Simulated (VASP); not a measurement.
# SiO2: single point with PBEsol

The system is SiO2.

```
Si O
1.0
     8.97150    0.00000    0.00000
     0.00000    8.97150    0.00000
    -4.48575   -4.48575    7.87621
Si O
12 24
Direct
  0.17691 0.17691 0.00000
  0.51025 0.51025 0.66667
  0.84358 0.84358 0.33333
  0.84358 0.48975 0.33333
  0.17691 0.82309 0.00000
  0.51025 0.15642 0.66667
  0.48975 0.84358 0.33333
  0.82309 0.17691 0.00000
  0.15642 0.51025 0.66667
  0.48975 0.48975 0.33333
  0.82309 0.82309 0.00000
  0.15642 0.15642 0.66667
  0.33333 0.33333 0.16667
  0.66667 0.66667 0.83333
  0.00000 0.00000 0.50000
  0.00000 0.50000 0.50000
  0.33333 0.83333 0.16667
  0.66667 0.16667 0.83333
  0.50000 0.00000 0.50000
  0.83333 0.33333 0.16667
  0.16667 0.66667 0.83333
  0.16667 0.16667 0.83333
  0.50000 0.50000 0.50000
  0.83333 0.83333 0.16667
  0.87609 0.66667 0.33333
  0.20942 0.00000 0.00000
  0.54276 0.33333 0.66667
  0.66667 0.45724 0.33333
  0.00000 0.79058 0.00000
  0.33333 0.12391 0.66667
  0.66667 0.87609 0.33333
  0.00000 0.20942 0.00000
  0.33333 0.54276 0.66667
  0.45724 0.66667 0.33333
  0.79058 0.00000 0.00000
  0.12391 0.33333 0.66667
```

```yaml
Program: VASP 6.6.1
Task: single point
Functional: PBEsol
Potentials_or_basis: VASP PAW PBE potentials, release 64 (Si, O)
Cutoff: 520 eV
k_mesh: 2 × 2 × 2
Occupations: gaussian, width 0.01 eV
Spin: no spin polarisation
Dipole_correction: no
Further_INCAR_settings: LREAL = Auto; ALGO = Normal; EDIFF = 1e-06; NBANDS = 120
```

| Item | Value |
| --- | --- |
| Pressure | 0.4 GPa |
| Largest force | 0.025 eV/Å |
| Band gap on the k mesh | 5.47 eV |

Forces on the atoms (eV/Å):
```
Si   0.018  0.018  0.000
Si   0.018  0.018  0.000
Si   0.018  0.018  0.000
Si   0.018 -0.018  0.000
Si   0.018 -0.018  0.000
Si   0.018 -0.018  0.000
Si  -0.018  0.018  0.000
Si  -0.018  0.018  0.000
Si  -0.018  0.018  0.000
Si  -0.018 -0.018  0.000
Si  -0.018 -0.018  0.000
Si  -0.018 -0.018  0.000
O    0.000  0.000  0.000
O    0.000  0.000  0.000
O    0.000  0.000  0.000
O    0.000  0.000  0.000
O    0.000  0.000  0.000
O    0.000  0.000  0.000
O    0.000  0.000  0.000
O    0.000  0.000  0.000
O    0.000  0.000  0.000
O    0.000  0.000  0.000
O    0.000  0.000  0.000
O    0.000  0.000  0.000
O    0.001  0.000  0.000
O    0.001  0.000  0.000
O    0.001  0.000  0.000
O    0.000 -0.001  0.000
O    0.000 -0.001  0.000
O    0.000 -0.001  0.000
O    0.000  0.001  0.000
O    0.000  0.001  0.000
O    0.000  0.001  0.000
O   -0.001  0.000  0.000
O   -0.001  0.000  0.000
O   -0.001  0.000  0.000
```

Levels at points of the mesh, in eV from the valence-band top:
| k point | band 92 | band 93 | band 94 | band 95 | band 96 | band 97 | band 98 | band 99 | band 100 | band 101 |
| --- | --- | --- | --- | --- | --- | --- | --- | --- | --- | --- |
| (0.00, 0.00, 0.00) | -0.52 | -0.16 | -0.16 | -0.01 | 0.00 | 5.47 | 8.08 | 8.08 | 8.38 | 8.39 |
| (0.50, 0.00, 0.00) | -0.44 | -0.44 | -0.26 | -0.12 | -0.12 | 6.38 | 6.38 | 7.61 | 7.82 | 8.26 |
| (0.50, 0.50, 0.00) | -0.39 | -0.38 | -0.35 | -0.35 | -0.24 | 6.60 | 7.03 | 7.25 | 7.25 | 7.65 |
| (0.00, 0.00, 0.50) | -0.19 | -0.07 | -0.07 | 0.00 | 0.00 | 6.38 | 6.38 | 7.55 | 7.55 | 7.67 |

It took 10 min on 1 thread of Intel(R) Xeon(R) Platinum 8259CL CPU @ 2.50GHz (Skylake/Cascade Lake), on a shared host, peak memory 0.78 GiB.

Caveat: the PAW data sets were made with another functional, which shifts forces and pressure a little.
